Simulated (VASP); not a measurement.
Here is a VASP 6.6.1 calculation.

INCAR

```
PREC = Accurate
ENCUT = 600
EDIFF = 1E-6
ISMEAR = 0
SIGMA = 0.1
LREAL = F
LASPH = T
NELM = 100
ALGO = Normal
ISIF = 3
LWAVE = F
LCHARG = F
GGA = PE
IBRION = 2
NSW = 90
EDIFFG = -0.04
```

Contents of KPOINTS:

```
regular mesh
0
Gamma
  4 4 4
```

POSCAR

```
BeS
1.0
    3.3264070700     -3.3264070700      0.0000000000
    3.3264070700      3.3264070700      0.0000000000
    0.0000000000      0.0000000000      4.7042499900
Be S
2 2
Direct
    0.5000000000      0.5000000000      0.0000000000
    0.0000000000      0.0000000000      0.0000000000
    0.7500000000      0.2500000000      0.7500000000
    0.2500000000      0.7500000000      0.2500000000
```

Potentials or basis: VASP PAW PBE potentials, release 64 (Be, S).

The run is started by

```bash
$ cat potpaw_PBE.64/Be/POTCAR potpaw_PBE.64/S/POTCAR > POTCAR
$ mpirun -np 1 vasp_std > vasp.out
```

Problem. What does it give for the relaxed volume?

Solution. 27.25 Å³/atom.

Problem. What does it give for the band gap on the k mesh?

Solution. 2.70 eV, direct.

Problem. Estimate the space group after relaxing (to 0.05 Å).

Solution. Cmme (No. 67).

Forces on the atoms (eV/Å):
```
Be   0.000  0.000  0.000
Be   0.000  0.000  0.000
S    0.000  0.000  0.035
S    0.000  0.000 -0.035
```

A k mesh can miss the band edges.
